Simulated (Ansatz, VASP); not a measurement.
**Pt: VASP beside Ansatz**

File POSCAR:

```
Pt
1.0
    0.0000000000      2.2602304467      1.4691497903
    2.2602304467      0.0000000000      1.4691497903
    2.2602304467      2.2602304467      0.0000000000
Pt
1
Direct
    0.0000000000      0.0000000000      0.0000000000
```

File INCAR.step1:

```
PREC     = Accurate       # precision mode
ENCUT    = 520            # plane-wave cutoff, eV
ISMEAR   = 0              # smearing method
SIGMA    = 0.15           # smearing width, eV
LREAL    = False          # projectors in reciprocal space
LASPH    = True           # aspherical terms in the spheres
NELM     = 80             # most SCF steps
NBANDS   = 11             # bands
GGA      = PE             # functional
ALGO     = Normal         # electronic algorithm
EDIFF    = 1E-4           # SCF threshold, eV
LWAVE    = True           # write WAVECAR
LCHARG   = False          # write CHGCAR
```

Contents of INCAR.step2:

```
PREC     = Accurate       # precision mode
ENCUT    = 520            # plane-wave cutoff, eV
EDIFF    = 1E-7           # SCF threshold, eV
ISMEAR   = 0              # smearing method
SIGMA    = 0.15           # smearing width, eV
LREAL    = False          # projectors in reciprocal space
LASPH    = True           # aspherical terms in the spheres
NELM     = 80             # most SCF steps
ALGO     = Normal         # electronic algorithm
ISIF     = 2              # what is computed and relaxed
LWAVE    = False          # write WAVECAR
LCHARG   = True           # write CHGCAR
METAGGA  = R2SCAN         # meta-GGA
LMIXTAU  = True         
LELF     = True           # ELF
LVHAR    = True         
NBANDS   = 11             # bands
ISTART   = 1
```

The input KPOINTS:

```
regular mesh
0
Gamma
  24 24 24
```

Input for Ansatz:

```yaml
crystal:
  lattice:
    - [0.0, 2.2602304467, 1.4691497903]
    - [2.2602304467, 0.0, 1.4691497903]
    - [2.2602304467, 2.2602304467, 0.0]
  atoms:
    - { symbol: Pt, position: [0.0, 0.0, 0.0] }
basis:
  ecutwfc: 500
kpoints:
  mp_grid: { grid: [24, 24, 24] }
hamiltonian:
  xc: r2scan
scf:
  occupations: { method: gaussian, width: 0.15 }
output:
  forces: true
  stress: true
  eigenvalues: true
```

Alike in both runs: task single point; functional r2SCAN; k mesh 24 × 24 × 24; occupations gaussian, width 0.15 eV; no spin polarisation.

```csv
,VASP,Ansatz
version,VASP 6.6.1,Ansatz 0.2.0
potentials or method,"VASP PAW PBE potentials, release 64 (Pt), cutoff 520 eV","scalar-relativistic, plane waves, PAW"
valence electrons in the cell,10,18
```

|  | VASP | Ansatz | Ansatz less VASP |
| --- | --- | --- | --- |
| gap on the k mesh at the Fermi level (eV) | none | none | - |
| pressure (GPa) | 9.1 | 8.3 | -0.80 |
| traceless stress, the component that is largest in VASP (GPa) | -5.91 | -5.89 | +0.025 |

VASP's potentials were made for PBE, not for r2SCAN. A gap of «none» marks a metal or a gap that the smearing closes. VASP's potentials hold 10 valence electrons a cell and Ansatz's 18, so a difference there can come from the potentials and not from the codes.

Spin-orbit coupling is off throughout.
